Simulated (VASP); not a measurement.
# RbBr (Pm-3m) in VASP: settings compared

RbBr is run at these levels: PBE, LDA, r2SCAN; tasks: single point.

Everything below comes from runs of VASP 6.6.1. Logs are shortened: lines on timing, memory, paths and dates and some standing lists are left out, and cuts for length are marked.

### Step 1. The cell of the first run

It takes space group Pm-3m (No. 221, cubic). Conventional cell: a = 4.128 Å, b = 4.128 Å, c = 4.128 Å, α = 90.00°, β = 90.00°, γ = 90.00°. Within 4.7 Å of Rb (site symmetry m-3m) lie 8 Br at 3.57 Å and 6 Rb at 4.13 Å. Within 4.7 Å of Br (site symmetry m-3m) lie 8 Rb at 3.57 Å and 6 Br at 4.13 Å.

### Step 2. Single point, PBE

Input file INCAR:

```
SYSTEM = RbBr
  PREC = Accurate
  ENCUT = 520
  EDIFF = 1E-6
  ISMEAR = -1
  SIGMA = 0.02
  LREAL = .False.
  LASPH = .True.
  NELM = 60
  ALGO = Normal
  ISIF = 2
  LWAVE = .False.
  LCHARG = .False.
  GGA = PE
  NBANDS = 15
```

Input file KPOINTS:

```
regular mesh
0
Gamma
  6 6 6
  0 0 0
```

Input file POSCAR:

```
RbBr
1.0
    4.1279266072      0.0000000000      0.0000000000
    0.0000000000      4.1279266072      0.0000000000
    0.0000000000      0.0000000000      4.1279266072
Rb Br
1 1
Direct
    0.0000000000      0.0000000000      0.0000000000
    0.5000000000      0.5000000000      0.5000000000
```

Potentials or basis: VASP PAW PBE potentials, release 64 (Rb_sv, Br).

The run is started by

```bash
$ cat potpaw_PBE.64/Rb_sv/POTCAR potpaw_PBE.64/Br/POTCAR > POTCAR
$ mpirun -np 1 vasp_std > vasp.out
```

OUTCAR:

```text
SYSTEM = RbBr
   PREC = Accurate
   ENCUT = 520
   EDIFF = 1E-6
   ISMEAR = -1
   LREAL = .False.
   LASPH = .True.
   NELM = 60
   ISIF = 2
   GGA = PE

 ion  position               nearest neighbor table
   1  0.000  0.000  0.000-   2 3.57   2 3.57   2 3.57   2 3.57   2 3.57   2 3.57   2 3.57   2 3.57

   2  0.500  0.500  0.500-   1 3.57   1 3.57   1 3.57   1 3.57   1 3.57   1 3.57   1 3.57   1 3.57

  LATTYP: Found a simple cubic cell.
 ALAT       =     4.1279266072

  Lattice vectors:

 A1 = (   4.1279266072,   0.0000000000,   0.0000000000)
 A2 = (   0.0000000000,   4.1279266072,   0.0000000000)
 A3 = (   0.0000000000,   0.0000000000,   4.1279266072)

Analysis of symmetry for initial positions (statically):
=====================================================================
 Subroutine PRICEL returns:
 Original cell was already a primitive cell.

 Routine SETGRP: Setting up the symmetry group for a
 simple cubic supercell.

 Subroutine GETGRP returns: Found 48 space group operations
 (whereof 48 operations were pure point group operations)
 out of a pool of 48 trial point group operations.

The static configuration has the point symmetry O_h .

Analysis of symmetry for dynamics (positions and initial velocities):
=====================================================================
 Subroutine PRICEL returns:
 Original cell was already a primitive cell.

 Routine SETGRP: Setting up the symmetry group for a
 simple cubic supercell.

 Subroutine GETGRP returns: Found 48 space group operations
 (whereof 48 operations were pure point group operations)
 out of a pool of 48 trial point group operations.

The dynamic configuration has the point symmetry O_h .

 Subroutine INISYM returns: Found 48 space group operations
 (whereof 48 operations are pure point group operations),
 and found     1 'primitive' translations

----------------------------------------------------------------------------------------

                                     Primitive cell

  volume of cell :      70.3390

  direct lattice vectors                    reciprocal lattice vectors
     4.127926607  0.000000000  0.000000000     0.242252369  0.000000000  0.000000000
     0.000000000  4.127926607  0.000000000     0.000000000  0.242252369  0.000000000
     0.000000000  0.000000000  4.127926607     0.000000000  0.000000000  0.242252369

  length of vectors
     4.127926607  4.127926607  4.127926607     0.242252369  0.242252369  0.242252369

  position of ions in fractional coordinates (direct lattice)
     0.000000000  0.000000000  0.000000000
     0.500000000  0.500000000  0.500000000

  ion indices of the primitive-cell ions
   primitive index   ion index
                 1           1
                 2           2

----------------------------------------------------------------------------------------

 KPOINTS: regular mesh

Automatic generation of k-mesh.
 Grid dimensions read from file:
 generate k-points for:    6    6    6

 Generating k-lattice:

  Cartesian coordinates                     Fractional coordinates (reciprocal lattice)
     0.040375395  0.000000000  0.000000000     0.166666667  0.000000000  0.000000000
     0.000000000  0.040375395  0.000000000     0.000000000  0.166666667  0.000000000
     0.000000000  0.000000000  0.040375395     0.000000000  0.000000000  0.166666667

  Length of vectors
     0.040375395  0.040375395  0.040375395

  Shift w.r.t. Gamma in fractional coordinates (k-lattice)
     0.000000000  0.000000000  0.000000000

 Subroutine IBZKPT returns following result:
 ===========================================

 Found     20 irreducible k-points:

 Following reciprocal coordinates:
            Coordinates               Weight
  0.000000  0.000000  0.000000      1.000000
  0.166667  0.000000  0.000000      6.000000
  0.333333  0.000000  0.000000      6.000000
  0.500000  0.000000  0.000000      3.000000
  0.166667  0.166667  0.000000     12.000000
  0.333333  0.166667  0.000000     24.000000
[... 12 lines left out ...]
  0.500000  0.500000  0.333333      6.000000
[... 46 lines left out ...]
  band No.  band energies     occupation
      1     -25.7763      2.00000
      2     -13.2873      2.00000
      3      -9.7599      2.00000
      4      -9.7599      2.00000
      5      -9.7599      2.00000
      6      -0.8251      2.00000
      7      -0.8251      2.00000
      8      -0.8251      2.00000
      9       3.4047      0.00000
     10       4.9097      0.00000
     11       4.9097      0.00000
     12       9.2546      0.00000
     13       9.2546      0.00000
     14       9.2546      0.00000
     15      11.9735      0.00000

 k-point     2 :       0.1667    0.0000    0.0000
  band No.  band energies     occupation
      1     -25.7712      2.00000
      2     -13.2853      2.00000
      3      -9.7965      2.00000
      4      -9.7482      2.00000
      5      -9.7482      2.00000
      6      -1.3219      2.00000
      7      -0.8426      2.00000
      8      -0.8426      2.00000
      9       4.0585      0.00000
     10       5.1183      0.00000
     11       5.5045      0.00000
     12       9.1249      0.00000
     13       9.1249      0.00000
     14       9.4078      0.00000
     15      10.7073      0.00000

 k-point     3 :       0.3333    0.0000    0.0000
  band No.  band energies     occupation
      1     -25.7610      2.00000
      2     -13.2835      2.00000
      3      -9.8612      2.00000
      4      -9.7246      2.00000
      5      -9.7246      2.00000
      6      -2.0759      2.00000
      7      -0.8796      2.00000
      8      -0.8796      2.00000
      9       5.3867      0.00000
     10       5.6974      0.00000
     11       6.6877      0.00000
     12       8.9700      0.00000
     13       9.0544      0.00000
     14       9.0544      0.00000
     15       9.7871      0.00000
[... 271 lines left out ...]
 k-point    19 :       0.5000    0.5000    0.3333
  band No.  band energies     occupation
      1     -25.7239      2.00000
      2     -13.0195      2.00000
      3     -10.0045      2.00000
      4     -10.0045      2.00000
      5      -9.9100      2.00000
      6      -1.9330      2.00000
      7      -1.9330      2.00000
      8      -1.7266      2.00000
      9       6.5149      0.00000
     10       7.3866      0.00000
     11       7.3866      0.00000
     12       7.8610      0.00000
     13       9.1214      0.00000
     14       9.1214      0.00000
     15      11.3720      0.00000

 k-point    20 :       0.5000    0.5000    0.5000
  band No.  band energies     occupation
      1     -25.7194      2.00000
      2     -12.9926      2.00000
      3      -9.9833      2.00000
      4      -9.9833      2.00000
      5      -9.9833      2.00000
      6      -2.0040      2.00000
      7      -2.0040      2.00000
      8      -2.0040      2.00000
      9       7.5560      0.00000
     10       7.5560      0.00000
     11       7.5560      0.00000
     12       8.6818      0.00000
     13       8.6818      0.00000
     14       8.6818      0.00000
     15      11.4541      0.00000

------------------------ aborting loop because EDIFF is reached ----------------------------------------

  FORCE on cell =-STRESS in cart. coord.  units (eV):
  Direction    XX          YY          ZZ          XY          YZ          ZX
  --------------------------------------------------------------------------------------
  -------------------------------------------------------------------------------------
  Total        0.3530792      0.3530792      0.3530792      0.0000000     -0.0000000     -0.0000000
  in kB        8.0424219      8.0424219      8.0424219      0.0000000     -0.0000000     -0.0000000
  external PRESSURE =       8.0424219 kB  Pullay stress =       0.0000000 kB

 VOLUME and BASIS-vectors are now :
 -----------------------------------------------------------------------------
  energy-cutoff  :      520.00
  volume of cell :       70.34
      direct lattice vectors                 reciprocal lattice vectors
     4.127926607  0.000000000  0.000000000     0.242252369  0.000000000  0.000000000
     0.000000000  4.127926607  0.000000000     0.000000000  0.242252369  0.000000000
     0.000000000  0.000000000  4.127926607     0.000000000  0.000000000  0.242252369

 POSITION                                       TOTAL-FORCE (eV/Angst)
 -----------------------------------------------------------------------------------
      0.00000      0.00000      0.00000         0.000000      0.000000      0.000000
      2.06396      2.06396      2.06396         0.000000      0.000000      0.000000
 -----------------------------------------------------------------------------------
    total drift:                                0.000000      0.000000     -0.000000

  FREE ENERGIE OF THE ION-ELECTRON SYSTEM (eV)
  ---------------------------------------------------
  free  energy   TOTEN  =        -5.9962376628 eV

  energy  without entropy=       -5.9962376628  energy(sigma->0) =       -5.99623766
```

It took 8.7 s on 1 thread of AMD EPYC 9R45 (Zen 5), shared host; peak memory 0.15 GiB.

Results:

- Free energy: -5.9962 eV
- Pressure: 0.8 GPa
- Band gap on the k mesh: 4.08 eV, indirect (least direct gap 4.23 eV)

Levels at points of the mesh, in eV from the valence-band top:
```tsv
k point	band 6	band 7	band 8	band 9	band 10	band 11
(0.00, 0.00, 0.00)	-0.15	-0.15	-0.15	4.08	5.58	5.58
(0.50, 0.00, 0.00)	-1.72	-0.23	-0.23	6.88	7.09	7.63
(0.50, 0.50, 0.00)	-1.05	-1.05	0.00	5.31	6.22	7.97
(0.50, 0.50, 0.50)	-1.33	-1.33	-1.33	8.23	8.23	8.23
```

### Step 3. Single point, LDA

Input file INCAR:

```
PREC     = Accurate       # precision mode
ENCUT    = 520            # plane-wave cutoff, eV
EDIFF    = 1E-6           # SCF threshold, eV
ISMEAR   = 0              # smearing method
SIGMA    = 0.01           # smearing width, eV
LREAL    = F              # projectors in reciprocal space
LASPH    = T              # aspherical terms in the spheres
NELM     = 80             # most SCF steps
ALGO     = Normal         # electronic algorithm
ISIF     = 2              # what is computed and relaxed
LWAVE    = F              # write WAVECAR
LCHARG   = F              # write CHGCAR
NBANDS   = 15             # bands
```

Input file KPOINTS:

```
Automatic mesh
0
Gamma
  6 6 6
```

POSCAR is that of step 2.

Potentials or basis: VASP PAW LDA potentials, release 64 (Rb_sv, Br).

The run is started by

```bash
$ cat potpaw_LDA.64/Rb_sv/POTCAR potpaw_LDA.64/Br/POTCAR > POTCAR
$ mpirun -np 1 vasp_std > vasp.out
```

Wall time 7.8 s (1 thread of AMD EPYC 9R45 (Zen 5), shared host); peak memory 0.13 GiB.

It converged, with:

| Quantity | Value |
| --- | --- |
| Free energy | -6.6675 eV |
| Pressure | -2.0 GPa |
| Band gap on the k mesh | 3.68 eV, indirect (least direct gap 3.84 eV) |

Levels at points of the mesh, in eV from the valence-band top:
| k point | band 4 | band 5 | band 6 | band 7 | band 8 | band 9 | band 10 | band 11 | band 12 | band 13 |
| --- | --- | --- | --- | --- | --- | --- | --- | --- | --- | --- |
| (0.00, 0.00, 0.00) | -8.99 | -8.99 | -0.16 | -0.16 | -0.16 | 3.68 | 5.31 | 5.31 | 9.80 | 9.80 |
| (0.50, 0.00, 0.00) | -8.94 | -8.94 | -1.80 | -0.24 | -0.24 | 6.60 | 6.77 | 7.34 | 8.49 | 9.67 |
| (0.50, 0.50, 0.00) | -9.32 | -8.91 | -1.08 | -1.08 | 0.00 | 4.99 | 5.95 | 7.77 | 7.77 | 10.43 |
| (0.50, 0.50, 0.50) | -9.23 | -9.23 | -1.38 | -1.38 | -1.38 | 7.94 | 7.94 | 7.94 | 9.16 | 9.16 |

A k mesh can miss the band edges.

### Step 4. Single point, PBE

This run uses another cell than the first one, of 36.95 Å³/atom, 1.051 times its volume.

Input file INCAR:

```
SYSTEM = RbBr
PREC = Accurate
ENCUT = 520
EDIFF = 1E-6
ISMEAR = -1
SIGMA = 0.02
LREAL = .FALSE.
LASPH = .TRUE.
NELM = 100
ALGO = Normal
ISIF = 2
LWAVE = .FALSE.
LCHARG = .FALSE.
GGA = PE
NBANDS = 15
```

Input file KPOINTS:

```
Automatic mesh
0
G
  6 6 6
  0 0 0
```

Input file POSCAR:

```
RbBr
1.0
    4.1966225238      0.0000000000      0.0000000000
    0.0000000000      4.1966225238      0.0000000000
    0.0000000000      0.0000000000      4.1966225238
Rb Br
1 1
Direct
    0.0000000000      0.0000000000      0.0000000000
    0.5000000000      0.5000000000      0.5000000000
```

Potentials or basis: VASP PAW PBE potentials, release 64 (Rb_sv, Br).

The run is started by

```bash
$ cat potpaw_PBE.64/Rb_sv/POTCAR potpaw_PBE.64/Br/POTCAR > POTCAR
$ mpirun -np 1 vasp_std > vasp.out
```

It took 8.9 s on 1 thread of AMD EPYC 9R45 (Zen 5), shared host; peak memory 0.15 GiB.

Results (log left out):

| Item | Value |
| --- | --- |
| Free energy | -6.0053 eV |
| Pressure | 0.0 GPa |
| Band gap on the k mesh | 3.92 eV, indirect (least direct gap 4.07 eV) |

Levels at points of the mesh, in eV from the valence-band top:
```tsv
k point	band 5	band 6	band 7	band 8	band 9	band 10	band 11	band 12
(0.00, 0.00, 0.00)	-9.17	-0.15	-0.15	-0.15	3.92	5.63	5.63	9.79
(0.50, 0.00, 0.00)	-9.13	-1.59	-0.20	-0.20	6.86	6.86	7.36	8.70
(0.50, 0.50, 0.00)	-9.11	-0.99	-0.99	0.00	5.28	6.17	7.92	7.92
(0.50, 0.50, 0.50)	-9.37	-1.22	-1.22	-1.22	8.06	8.06	8.06	9.11
```

A k mesh can miss the band edges. A hybrid or GW would open this gap; PBE tends to underestimate it.

### Step 5. Single point, r2SCAN

Input file POSCAR:

```
RbBr
1.0
    4.1279266072      0.0000000000      0.0000000000
    0.0000000000      4.1279266072      0.0000000000
    0.0000000000      0.0000000000      4.1279266072
Rb Br
1 1
Direct
    0.0000000000      0.0000000000      0.0000000000
    0.5000000000      0.5000000000      0.5000000000
```

Input file INCAR.step1:

```
ALGO     = Normal         # electronic algorithm
EDIFF    = 1E-4           # SCF threshold, eV
ENCUT    = 520            # plane-wave cutoff, eV
GGA      = PE             # functional
ISMEAR   = -1             # smearing method
LASPH    = True           # aspherical terms in the spheres
LCHARG   = False          # write CHGCAR
LREAL    = False          # projectors in reciprocal space
LWAVE    = True           # write WAVECAR
NBANDS   = 15             # bands
NELM     = 100            # most SCF steps
PREC     = Accurate       # precision mode
SIGMA    = 0.02           # smearing width, eV
```

Input file INCAR.step2:

```
ALGO     = Normal         # electronic algorithm
EDIFF    = 1E-6           # SCF threshold, eV
ENCUT    = 520            # plane-wave cutoff, eV
ISIF     = 2              # what is computed and relaxed
ISMEAR   = -1             # smearing method
ISTART   = 1            
LASPH    = True           # aspherical terms in the spheres
LCHARG   = False          # write CHGCAR
LMIXTAU  = True         
LREAL    = False          # projectors in reciprocal space
LWAVE    = False          # write WAVECAR
METAGGA  = R2SCAN         # meta-GGA
NBANDS   = 15             # bands
NELM     = 100            # most SCF steps
PREC     = Accurate       # precision mode
SIGMA    = 0.02           # smearing width, eV
```

Input file KPOINTS:

```
k-points
0
Gamma
  6 6 6
```

The run is started by

```bash
$ cat potpaw_PBE.64/Rb_sv/POTCAR potpaw_PBE.64/Br/POTCAR > POTCAR
$ cp INCAR.step1 INCAR
$ mpirun -np 1 vasp_std > vasp.out
$ cp INCAR.step2 INCAR
$ mpirun -np 1 vasp_std > vasp.out
```

Run time: 42 s. Hardware: 1 thread of AMD EPYC 9R45 (Zen 5), shared host; peak memory 0.16 GiB.

It converged, with:

* Free energy: -31.1104 eV
* Pressure: 0.0 GPa
* Band gap on the k mesh: 4.83 eV, indirect (least direct gap 4.98 eV)

Levels at points of the mesh, in eV from the valence-band top:
| k point | band 4 | band 5 | band 6 | band 7 | band 8 | band 9 | band 10 | band 11 | band 12 | band 13 |
| --- | --- | --- | --- | --- | --- | --- | --- | --- | --- | --- |
| (0.00, 0.00, 0.00) | -9.33 | -9.33 | -0.15 | -0.15 | -0.15 | 4.83 | 6.12 | 6.12 | 10.72 | 10.72 |
| (0.50, 0.00, 0.00) | -9.28 | -9.28 | -1.70 | -0.22 | -0.22 | 7.46 | 7.80 | 8.36 | 9.36 | 10.65 |
| (0.50, 0.50, 0.00) | -9.63 | -9.25 | -1.06 | -1.06 | 0.00 | 5.93 | 6.91 | 8.67 | 8.67 | 11.60 |
| (0.50, 0.50, 0.50) | -9.55 | -9.55 | -1.34 | -1.34 | -1.34 | 8.87 | 8.87 | 8.87 | 10.15 | 10.15 |

Caveat: the PAW data sets were made with another functional, which shifts forces and pressure a little. A k mesh can miss the band edges.

### Step 6. Single point, r2SCAN

POSCAR is that of step 5.

Input file INCAR.step1:

```
ALGO = Normal ; EDIFF = 1E-4
ENCUT = 520 ; GGA = PE
ISMEAR = 0 ; LASPH = True
LCHARG = False ; LREAL = False
LWAVE = True ; NBANDS = 15
NELM = 100 ; PREC = Accurate
SIGMA = 0.01
```

Input file INCAR.step2:

```
ALGO = Normal ; EDIFF = 1E-7
ENCUT = 520 ; ISIF = 2
ISMEAR = 0 ; ISTART = 1
LASPH = True ; LCHARG = False
LMIXTAU = True ; LREAL = False
LWAVE = False ; METAGGA = R2SCAN
NBANDS = 15 ; NELM = 100
PREC = Accurate ; SIGMA = 0.01
```

KPOINTS is that of step 5.

Potentials or basis: VASP PAW PBE potentials, release 64 (Rb_sv, Br).

The run is started by

```bash
$ cat potpaw_PBE.64/Rb_sv/POTCAR potpaw_PBE.64/Br/POTCAR > POTCAR
$ cp INCAR.step1 INCAR
$ mpirun -np 1 vasp_std > vasp.out
$ cp INCAR.step2 INCAR
$ mpirun -np 1 vasp_std > vasp.out
```

It took 45 s on 1 thread of AMD EPYC 9R45 (Zen 5), shared host; peak memory 0.16 GiB.

The run converged. Its results:

- Free energy: -31.1104 eV
- Pressure: 0.0 GPa
- Band gap on the k mesh: 4.83 eV, indirect (least direct gap 4.98 eV)

Levels at points of the mesh, in eV from the valence-band top:
| k point | band 6 | band 7 | band 8 | band 9 | band 10 | band 11 |
| --- | --- | --- | --- | --- | --- | --- |
| (0.00, 0.00, 0.00) | -0.15 | -0.15 | -0.15 | 4.83 | 6.12 | 6.12 |
| (0.50, 0.00, 0.00) | -1.70 | -0.22 | -0.22 | 7.46 | 7.80 | 8.36 |
| (0.50, 0.50, 0.00) | -1.06 | -1.06 | 0.00 | 5.93 | 6.91 | 8.67 |
| (0.50, 0.50, 0.50) | -1.34 | -1.34 | -1.34 | 8.87 | 8.87 | 8.87 |

Caveat: the PAW data sets were made with another functional, which shifts forces and pressure a little.

### Step 7. Overview

```tsv
level	potentials or basis	cell	smearing	gap on the mesh (eV)	pressure (GPa)
PBE	VASP PAW PBE potentials, release 64 (Rb_sv, Br)	a = 4.128 Å, 2 atoms	fermi-dirac 0.02 eV	4.08	0.8
LDA	VASP PAW LDA potentials, release 64 (Rb_sv, Br)	a = 4.128 Å, 2 atoms	gaussian 0.01 eV	3.68	-2.0
PBE	VASP PAW PBE potentials, release 64 (Rb_sv, Br)	a = 4.197 Å, 2 atoms	fermi-dirac 0.02 eV	3.92	0.0
r2SCAN	VASP PAW PBE potentials, release 64 (Rb_sv, Br)	a = 4.128 Å, 2 atoms	fermi-dirac 0.02 eV	4.83	0.0
r2SCAN	VASP PAW PBE potentials, release 64 (Rb_sv, Br)	a = 4.128 Å, 2 atoms	gaussian 0.01 eV	4.83	0.0
```

Alike in all rows: task single point; no spin polarisation; k mesh 6 × 6 × 6; cutoff (eV) 520.

Caveats: the PAW data sets were made with another functional, which shifts forces and pressure a little (some runs).

Absolute energies hang on the potentials; compare differences alone.
